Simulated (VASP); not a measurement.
# CdF2 (Fm-3m) in VASP: notebook

CdF2 is run at these levels: r2SCAN; tasks: single point, relaxation of cell and atoms.

Program: VASP 6.6.1. These are calculated values, not measurements. Logs are shortened: lines on timing, memory, paths and dates and some standing lists are left out, and cuts for length are marked.

### 1 The cell of the first run

It takes space group Fm-3m (No. 225, cubic). Conventional cell: a = 5.388 Å, b = 5.388 Å, c = 5.388 Å, α = 90.00°, β = 90.00°, γ = 90.00°. Within 3.1 Å of Cd (site symmetry m-3m) lie 8 F at 2.33 Å. Within 3.1 Å of F (site symmetry -43m) lie 4 Cd at 2.33 Å and 6 F at 2.69 Å.

### 2 Single point, r2SCAN

The input, POSCAR:

```
CdF2
1.0
    2.6940000000      2.6940000000      0.0000000000
   -2.6940000000      2.6940000000      0.0000000000
    0.0000000000      2.6940000000      2.6940000000
Cd F
1 2
Direct
    0.0000000000      0.0000000000      0.0000000000
    0.2500000000      0.7500000000      0.5000000000
    0.7500000000      0.2500000000      0.5000000000
```

The input, INCAR.step1:

```
PREC = Accurate
ENCUT = 520
ISMEAR = 0
SIGMA = 0.01
LREAL = False
LASPH = True
NELM = 60
NBANDS = 20
GGA = PE
ALGO = Normal
EDIFF = 1E-4
LWAVE = True
LCHARG = False
```

The input, INCAR.step2:

```
PREC = Accurate
ENCUT = 520
EDIFF = 1E-7
ISMEAR = 0
SIGMA = 0.01
LREAL = False
LASPH = True
NELM = 60
ALGO = Normal
ISIF = 2
LWAVE = False
LCHARG = True
METAGGA = R2SCAN
LMIXTAU = True
LELF = True
LVHAR = True
NBANDS = 20
ISTART = 1
```

The input, KPOINTS:

```
regular mesh
0
Gamma
  8 8 8
```

Potentials or basis: VASP PAW PBE potentials, release 64 (Cd, F).

Launch:

```bash
$ cat potpaw_PBE.64/Cd/POTCAR potpaw_PBE.64/F/POTCAR > POTCAR
$ cp INCAR.step1 INCAR
$ mpirun -np 1 vasp_std > vasp.out
$ cp INCAR.step2 INCAR
$ mpirun -np 1 vasp_std > vasp.out
```

OUTCAR:

```text
PREC = Accurate
   ENCUT = 520
   EDIFF = 1E-7
   ISMEAR = 0
   LREAL = False
   LASPH = True
   NELM = 60
   ISIF = 2
   METAGGA = R2SCAN
   ISTART = 1

 ion  position               nearest neighbor table
   1  0.000  0.000  0.000-   3 2.33   2 2.33   2 2.33   3 2.33   2 2.33   3 2.33   3 2.33   2 2.33

   2  0.250  0.750  0.500-   1 2.33   1 2.33   1 2.33   1 2.33
   3  0.750  0.250  0.500-   1 2.33   1 2.33   1 2.33   1 2.33

  LATTYP: Found a face centered cubic cell.
 ALAT       =     5.3880000000

  Lattice vectors:

 A1 = (   0.0000000000,   2.6940000000,   2.6940000000)
 A2 = (   2.6940000000,   0.0000000000,   2.6940000000)
 A3 = (   2.6940000000,   2.6940000000,   0.0000000000)

Analysis of symmetry for initial positions (statically):
=====================================================================
 Subroutine PRICEL returns:
 Original cell was already a primitive cell.

 Routine SETGRP: Setting up the symmetry group for a
 face centered cubic supercell.

 Subroutine GETGRP returns: Found 48 space group operations
 (whereof 48 operations were pure point group operations)
 out of a pool of 48 trial point group operations.

The static configuration has the point symmetry O_h .

Analysis of symmetry for dynamics (positions and initial velocities):
=====================================================================
 Subroutine PRICEL returns:
 Original cell was already a primitive cell.

 Routine SETGRP: Setting up the symmetry group for a
 face centered cubic supercell.

 Subroutine GETGRP returns: Found 48 space group operations
 (whereof 48 operations were pure point group operations)
 out of a pool of 48 trial point group operations.

The dynamic configuration has the point symmetry O_h .

 Subroutine INISYM returns: Found 48 space group operations
 (whereof 48 operations are pure point group operations),
 and found     1 'primitive' translations

----------------------------------------------------------------------------------------

                                     Primitive cell

  volume of cell :      39.1041

  direct lattice vectors                    reciprocal lattice vectors
     2.694000000  2.694000000  0.000000000     0.185597624  0.185597624 -0.185597624
    -2.694000000  2.694000000  0.000000000    -0.185597624  0.185597624 -0.185597624
     0.000000000  2.694000000  2.694000000     0.000000000  0.000000000  0.371195249
[... 83 lines left out ...]
   LASPH  =      T    aspherical Exc in radial PAW
   ENCUT  =  520.0 eV  38.22 Ry    6.18 a.u.   7.08  7.08  7.08*2*pi/ulx,y,z
   NELM   =     60;   NELMIN=  2; NELMDL=  0     # of ELM steps
   EDIFF  = 0.1E-06   stopping-criterion for ELM
   LREAL  =      F    real-space projection
   EDIFFG = 0.1E-05   stopping-criterion for IOM
   NSW    =      0    number of steps for IOM
   IBRION =     -1    ionic relax: 0-MD 1-quasi-New 2-CG
   NFREE  =      0    steps in history (QN), initial steepest desc. (CG)
   ISIF   =      2    stress and relaxation
   ISYM   =      2    0-nonsym 1-usesym 2-fastsym
   POTIM  = 0.5000    time-step for ionic-motion
   TEBEG  =    0.0;   TEEND  =   0.0 temperature during run
   PSTRESS=    0.0 pullay stress
   NELECT =      26.0000    total number of electrons
   NUPDOWN=      -1.0000    fix difference up-down
   EMIN   =  10.00;   EMAX   =-10.00  energy-range for DOS
   EFERMI =   0.00;   METHOD = LEGACY
   ISMEAR =     0;   SIGMA  =   0.01  broadening in eV -4-tet -1-fermi 0-gaus
   EFERMI_NEDOS =   21; number of points for ismear=-14 and -15
   IALGO  =     38    algorithm
   IMIX   =      4    mixing-type and parameters
     AMIX     =   0.40;   BMIX     =  1.00
     AMIX_MAG =   1.60;   BMIX_MAG =  1.00
  volume/ion in A,a.u.               =      13.03        87.96
  Fermi-wavevector in a.u.,A,eV,Ry     =   1.428867  2.700166 27.778468  2.041660
  Thomas-Fermi vector in A             =   2.548882
   LORBIT       =      0    0 simple, 1 ext, 2 COOP (PROOUT), +10 PAW based schemes
   METAGGA = R2SCAN    functional components
   LHFCALC =     F    Hartree Fock is set to
   AEXX    =    0.0000 exact exchange contribution
   IVDW    =     0    specifies the selected vdW correction
   LEPSILON=     F    determine dielectric tensor
   LRPA    =     F    only Hartree local field effects (RPA)
 non-spin polarized calculation
 Gauss-broadening in eV      SIGMA  =   0.01
  energy-cutoff  :      520.00
  volume of cell :       39.10
 maximum number of plane-waves:      1067
   NGX = 15   NGY = 15   NGZ = 15

 number of electron      25.9999990 magnetization

 Free energy of the ion-electron system (eV)
  ---------------------------------------------------
  ext. energy  EPLUGINS =         0.00000000
  ---------------------------------------------------
  free energy    TOTEN  =       -33.71929433 eV

  energy without entropy =      -33.71929433  energy(sigma->0) =      -33.71929433

 E-fermi :  -1.7545     XC(G=0): -11.0481

 val. band max:       -1.8679008284   @ k =   0.5000   0.5000   0.2500
 cond. band min:       1.8824287919   @ k =   0.0000   0.0000   0.0000
 fundamental gap:      3.7503296203
 Fermi energy:        -1.7545370871

 k-point     1 :       0.0000    0.0000    0.0000
  band No.  band energies     occupation
      1     -23.8073      2.00000
      2     -22.7410      2.00000
      3      -7.4972      2.00000
      4      -7.4972      2.00000
      5      -7.4971      2.00000
      6      -6.2588      2.00000
[... 541 lines left out ...]
     19      17.6347      0.00000
     20      21.5455      0.00000

 [... further k-points ...]

------------------------ aborting loop because EDIFF is reached ----------------------------------------

  FORCE on cell =-STRESS in cart. coord.  units (eV):
  Direction    XX          YY          ZZ          XY          YZ          ZX
  --------------------------------------------------------------------------------------
  -------------------------------------------------------------------------------------
  Total        0.2475312      0.2475312      0.2475312      0.0000000      0.0000000      0.0000000
  in kB       10.1418642     10.1418642     10.1418642      0.0000000      0.0000000      0.0000000
  external PRESSURE =      10.1418642 kB  Pullay stress =       0.0000000 kB

 VOLUME and BASIS-vectors are now :
 -----------------------------------------------------------------------------
  energy-cutoff  :      520.00
  volume of cell :       39.10
      direct lattice vectors                 reciprocal lattice vectors
     2.694000000  2.694000000  0.000000000     0.185597624  0.185597624 -0.185597624
    -2.694000000  2.694000000  0.000000000    -0.185597624  0.185597624 -0.185597624
     0.000000000  2.694000000  2.694000000     0.000000000  0.000000000  0.371195249

 POSITION                                       TOTAL-FORCE (eV/Angst)
 -----------------------------------------------------------------------------------
      0.00000      0.00000      0.00000        -0.000000      0.000000      0.000000
     -1.34700      4.04100      1.34700         0.000000     -0.000000      0.000000
      1.34700      4.04100      1.34700         0.000000     -0.000000     -0.000000
 -----------------------------------------------------------------------------------
    total drift:                                0.000000      0.000000     -0.000000

  FREE ENERGIE OF THE ION-ELECTRON SYSTEM (eV)
  ---------------------------------------------------
  free  energy   TOTEN  =       -33.7192943346 eV

  energy  without entropy=      -33.7192943346  energy(sigma->0) =      -33.71929433
```

Wall time 2.3 min (1 thread of Oxide Virtual Turin-like, shared host); peak memory 0.14 GiB.

What came out:

```yaml
Free_energy: -33.7193 eV
Pressure: 1.0 GPa
Band_gap_on_the_k_mesh: 3.75 eV, indirect (least direct gap 4.25 eV)
```

Caveat: the PAW data sets were made with another functional, which shifts forces and pressure a little. A k mesh can miss the band edges.

### 3 Single point, r2SCAN

POSCAR is that of step 2.

The input, INCAR.step1:

```
SYSTEM = CdF2
ALGO = Normal ; EDIFF = 1E-4
ENCUT = 520 ; GGA = PE
ISMEAR = -1 ; LASPH = .True.
LCHARG = .False. ; LREAL = .False.
LWAVE = .True. ; NBANDS = 20
NELM = 60 ; PREC = Accurate
SIGMA = 0.1
```

The input, INCAR.step2:

```
SYSTEM = CdF2
ALGO = Normal ; EDIFF = 1E-6
ENCUT = 520 ; ISIF = 2
ISMEAR = -1 ; ISTART = 1
LASPH = .True. ; LCHARG = .False.
LMIXTAU = .True. ; LREAL = .False.
LWAVE = .False. ; METAGGA = R2SCAN
NBANDS = 20 ; NELM = 60
PREC = Accurate ; SIGMA = 0.1
```

The input, KPOINTS:

```
k-points
0
Gamma
  12 12 12
  0 0 0
```

Potentials or basis: VASP PAW PBE potentials, release 64 (Cd, F).

Launch:

```bash
$ cat potpaw_PBE.64/Cd/POTCAR potpaw_PBE.64/F/POTCAR > POTCAR
$ cp INCAR.step1 INCAR
$ mpirun -np 1 vasp_std > vasp.out
$ cp INCAR.step2 INCAR
$ mpirun -np 1 vasp_std > vasp.out
```

Run time: 4.7 min. Hardware: 1 thread of Oxide Virtual Turin-like, shared host; peak memory 0.15 GiB.

Results (log left out):

```
Free energy            : -33.7193 eV
Pressure               : 1.0 GPa
Band gap on the k mesh : 3.75 eV, indirect (least direct gap 4.25 eV)
```

Levels at points of the mesh, in eV from the valence-band top:
| k point | band 10 | band 11 | band 12 | band 13 | band 14 | band 15 | band 16 | band 17 |
| --- | --- | --- | --- | --- | --- | --- | --- | --- |
| (0.00, 0.00, 0.00) | -0.99 | -0.50 | -0.50 | -0.50 | 3.75 | 13.61 | 13.61 | 13.61 |
| (0.50, 0.00, 0.00) | -1.85 | -1.85 | -0.40 | -0.40 | 7.99 | 9.70 | 15.60 | 15.60 |
| (0.50, 0.50, 0.00) | -2.97 | -0.51 | -0.09 | -0.09 | 8.88 | 10.55 | 12.18 | 15.30 |

Caveat: the PAW data sets were made with another functional, which shifts forces and pressure a little. A k mesh can miss the band edges.

### 4 Relaxation of cell and atoms, r2SCAN

POSCAR is that of step 3.

The input, INCAR.step1:

```
ALGO     = Normal         # electronic algorithm
EDIFF    = 1E-4           # SCF threshold, eV
ENCUT    = 600            # plane-wave cutoff, eV
GGA      = PE             # functional
ISMEAR   = -1             # smearing method
LASPH    = T              # aspherical terms in the spheres
LCHARG   = F              # write CHGCAR
LREAL    = F              # projectors in reciprocal space
LWAVE    = T              # write WAVECAR
NELM     = 100            # most SCF steps
PREC     = Accurate       # precision mode
SIGMA    = 0.1            # smearing width, eV
```

The input, INCAR.step2:

```
ALGO     = Normal         # electronic algorithm
EDIFF    = 1E-7           # SCF threshold, eV
EDIFFG   = -0.002         # ionic threshold
ENCUT    = 600            # plane-wave cutoff, eV
IBRION   = 2              # ionic algorithm
ISIF     = 3              # what is computed and relaxed
ISMEAR   = -1             # smearing method
ISTART   = 1            
LASPH    = T              # aspherical terms in the spheres
LCHARG   = F              # write CHGCAR
LMIXTAU  = T            
LREAL    = F              # projectors in reciprocal space
LWAVE    = F              # write WAVECAR
METAGGA  = R2SCAN         # meta-GGA
NELM     = 100            # most SCF steps
NSW      = 100            # ionic steps
PREC     = Accurate       # precision mode
SIGMA    = 0.1            # smearing width, eV
```

The input, KPOINTS:

```
k-points
0
Gamma
  12 12 12
```

Potentials or basis: VASP PAW PBE potentials, release 64 (Cd, F).

Launch:

```bash
$ cat potpaw_PBE.64/Cd/POTCAR potpaw_PBE.64/F/POTCAR > POTCAR
$ cp INCAR.step1 INCAR
$ mpirun -np 1 vasp_std > vasp.out
$ cp INCAR.step2 INCAR
$ mpirun -np 1 vasp_std > vasp.out
```

OUTCAR:

```text
EDIFF = 1E-7
   EDIFFG = -0.002
   ENCUT = 600
   IBRION = 2
   ISIF = 3
   ISMEAR = -1
   ISTART = 1
   LASPH = T
   LREAL = F
   METAGGA = R2SCAN
   NELM = 100
   NSW = 100
   PREC = Accurate

 ion  position               nearest neighbor table
   1  0.000  0.000  0.000-   3 2.33   2 2.33   2 2.33   3 2.33   2 2.33   3 2.33   3 2.33   2 2.33

   2  0.250  0.750  0.500-   1 2.33   1 2.33   1 2.33   1 2.33
   3  0.750  0.250  0.500-   1 2.33   1 2.33   1 2.33   1 2.33

  LATTYP: Found a face centered cubic cell.
 ALAT       =     5.3880000000

  Lattice vectors:

 A1 = (   0.0000000000,   2.6940000000,   2.6940000000)
 A2 = (   2.6940000000,   0.0000000000,   2.6940000000)
 A3 = (   2.6940000000,   2.6940000000,   0.0000000000)

Analysis of symmetry for initial positions (statically):
[... 256 lines left out ...]

  energy without entropy =      -33.72495948  energy(sigma->0) =      -33.72495948

 E-fermi :   0.1993     XC(G=0): -11.0080

 val. band max:       -1.9231522278   @ k =   0.5000   0.5000   0.2500
 cond. band min:       1.8043876756   @ k =   0.0000   0.0000   0.0000
 fundamental gap:      3.7275399033
 Fermi energy:         0.1992623106

 k-point     1 :       0.0000    0.0000    0.0000
  band No.  band energies     occupation
      1     -23.8242      2.00000
      2     -22.7762      2.00000
      3      -7.5300      2.00000
      4      -7.5300      2.00000
      5      -7.5299      2.00000
      6      -6.3224      2.00000
[... 457 lines left out ...]
      4      -7.1089      2.00000
      5      -6.5319      2.00000
      6      -6.3602      2.00000
[... 9 lines left out ...]
     16      12.6198      0.00000
     17      13.1460      0.00000

 [... further k-points ...]

------------------------ aborting loop because EDIFF is reached ----------------------------------------

  FORCE on cell =-STRESS in cart. coord.  units (eV):
  Direction    XX          YY          ZZ          XY          YZ          ZX
  --------------------------------------------------------------------------------------
  -------------------------------------------------------------------------------------
  Total        0.0008396      0.0008396      0.0008396      0.0000000      0.0000000     -0.0000000
  in kB        0.0341624      0.0341624      0.0341624      0.0000000      0.0000000     -0.0000000
  external PRESSURE =       0.0341624 kB  Pullay stress =       0.0000000 kB
[... 18 lines left out ...]
  FREE ENERGIE OF THE ION-ELECTRON SYSTEM (eV)
  ---------------------------------------------------
  free  energy   TOTEN  =       -33.7249594818 eV

  energy  without entropy=      -33.7249594809  energy(sigma->0) =      -33.72495948

 reached required accuracy - stopping structural energy minimisation
```

OSZICAR.step1:

```text
N       E                     dE             d eps       ncg     rms          rms(c)
DAV:   1     0.218366428203E+03    0.21837E+03   -0.17258E+04  2512   0.174E+03
DAV:   2    -0.301784890521E+01   -0.22138E+03   -0.21611E+03  2789   0.405E+02
DAV:   3    -0.125164275331E+02   -0.94986E+01   -0.94780E+01  2665   0.940E+01
DAV:   4    -0.125671204751E+02   -0.50693E-01   -0.50683E-01  2885   0.678E+00
DAV:   5    -0.125673086985E+02   -0.18822E-03   -0.18822E-03  2664   0.361E-01    0.102E+01
DAV:   6    -0.108361902975E+02    0.17311E+01   -0.52207E+00  3172   0.441E+01    0.737E+00
DAV:   7    -0.108776263932E+02   -0.41436E-01   -0.86737E-01  2457   0.101E+01    0.428E+00
DAV:   8    -0.108711768235E+02    0.64496E-02   -0.15637E-01  2591   0.415E+00    0.711E-01
DAV:   9    -0.108622402037E+02    0.89366E-02   -0.41665E-02  3089   0.265E+00    0.900E-02
DAV:  10    -0.108628169363E+02   -0.57673E-03   -0.30122E-03  2505   0.692E-01    0.113E-01
DAV:  11    -0.108629007075E+02   -0.83771E-04   -0.12963E-04  2093   0.147E-01
   1 F= -.10862901E+02 E0= -.10862901E+02  d E =-.202739E-07
```

Wall time 13 min (1 thread of Oxide Virtual Turin-like, shared host); peak memory 0.18 GiB.

What came out:

```
Free energy                            : -33.7250 eV
Relaxed volume                         : 13.13 Å³/atom
Relaxed cell                           : a = 3.819 Å, b = 3.819 Å, c = 3.819 Å, α = 60.00°, β = 60.00°, γ = 90.00°
Space group after relaxing (to 0.05 Å) : Fm-3m (No. 225)
Energy gained by relaxing              : 0.2 meV/atom
Ionic steps                            : 3
Pressure after relaxing                : 0.0 GPa
Band gap on the k mesh                 : 3.73 eV, indirect (least direct gap 4.24 eV)
```

Step by step:
```csv
step,energy change (eV),largest force (eV/Å),pressure (GPa),volume (Å³)
1,0.0000,0.0000,0.80,39.10
2,-0.0006,0.0000,-0.28,39.48
3,-0.0007,0.0000,0.00,39.38
```

Final structure:
```cif
data_structure
_symmetry_space_group_name_H-M 'P 1'
_symmetry_Int_Tables_number 1
_cell_length_a 3.8187
_cell_length_b 3.8187
_cell_length_c 3.8187
_cell_angle_alpha 60.000
_cell_angle_beta 60.000
_cell_angle_gamma 90.000
_cell_volume 39.38
loop_
_atom_site_label
_atom_site_type_symbol
_atom_site_fract_x
_atom_site_fract_y
_atom_site_fract_z
_atom_site_occupancy
Cd1 Cd 0.00000 0.00000 0.00000 1
F1 F 0.25000 0.75000 0.50000 1
F2 F 0.75000 0.25000 0.50000 1
```

Levels at points of the mesh, in eV from the valence-band top:
```
           k point  band 10  band 11  band 12  band 13  band 14  band 15  band 16  band 17
(0.00, 0.00, 0.00)    -0.97    -0.51    -0.51    -0.51     3.73    13.58    13.58    13.58
(0.50, 0.00, 0.00)    -1.82    -1.82    -0.41    -0.41     7.93     9.68    15.53    15.53
(0.50, 0.50, 0.00)    -2.93    -0.50    -0.09    -0.09     8.82    10.51    12.17    15.24
```

Caveat: the PAW data sets were made with another functional, which shifts forces and pressure a little. r2SCAN opens gaps a little over a GGA but as a rule still falls short of measured ones.

### 5 Summary

```csv
task,cell,k mesh,cutoff (eV),smearing,gap on the mesh (eV),pressure (GPa)
single point,as given,8 × 8 × 8,520,gaussian 0.01 eV,3.75,1.0
single point,as given,12 × 12 × 12,520,fermi-dirac 0.1 eV,3.75,1.0
relaxation of cell and atoms,relaxed,12 × 12 × 12,600,fermi-dirac 0.1 eV,3.73,0.0
```

Alike in all rows: level r2SCAN; potentials or basis VASP PAW PBE potentials, release 64 (Cd, F); no spin polarisation.

Caveats: the PAW data sets were made with another functional, which shifts forces and pressure a little.

Total energies depend on the potentials used, so only differences within one code and one set of settings carry meaning.
